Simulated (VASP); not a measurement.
Here is a VASP 6.6.1 calculation.

Contents of INCAR:

```
ALGO = Normal ; EDIFF = 1E-6
ENCUT = 520 ; GGA = PS
ISIF = 2 ; ISMEAR = 0
LASPH = T ; LCHARG = F
LREAL = F ; LWAVE = F
NBANDS = 36 ; NELM = 60
PREC = Accurate ; SIGMA = 0.1
```

KPOINTS

```
k-points
0
Gamma
  18 18 8
```

POSCAR

```
Ge
1.0
    4.1768314156      0.0000000000      0.0000000000
   -2.0884157078      3.6172421132      0.0000000000
    0.0000000000      0.0000000000      6.4182632860
Ge
4
Direct
    0.6666666667      0.3333333333      0.0603504573
    0.3333333333      0.6666666667      0.5603504573
    0.6666666667      0.3333333333      0.4396495427
    0.3333333333      0.6666666667      0.9396495427
```

Potentials or basis: VASP PAW PBE potentials, release 64 (Ge_d).

Launch:

```sh
$ cat potpaw_PBE.64/Ge_d/POTCAR > POTCAR
$ mpirun -np 1 vasp_std > vasp.out
```

**Question.** Predict the largest force.

**Answer.** 0.312 eV/Å.

**Question.** Estimate the band gap on the k mesh.

**Answer.** Zero (bands 28 and 29 overlap by 0.37 eV).

**Question.** Predict the pressure.

**Answer.** -3.2 GPa.

Forces on the atoms (eV/Å):
```
Ge   0.000  0.000 -0.312
Ge   0.000  0.000 -0.312
Ge   0.000  0.000  0.312
Ge   0.000  0.000  0.312
```

Caveat: the cell differs from its parent crystal (biaxial strain in the a-b plane: +4.5 %); the stress differs along the axes, from -6 to 3 GPa; semilocal functionals underestimate gaps, and a narrow one can read as zero; the PAW data sets were made with another functional, which shifts forces and pressure a little.
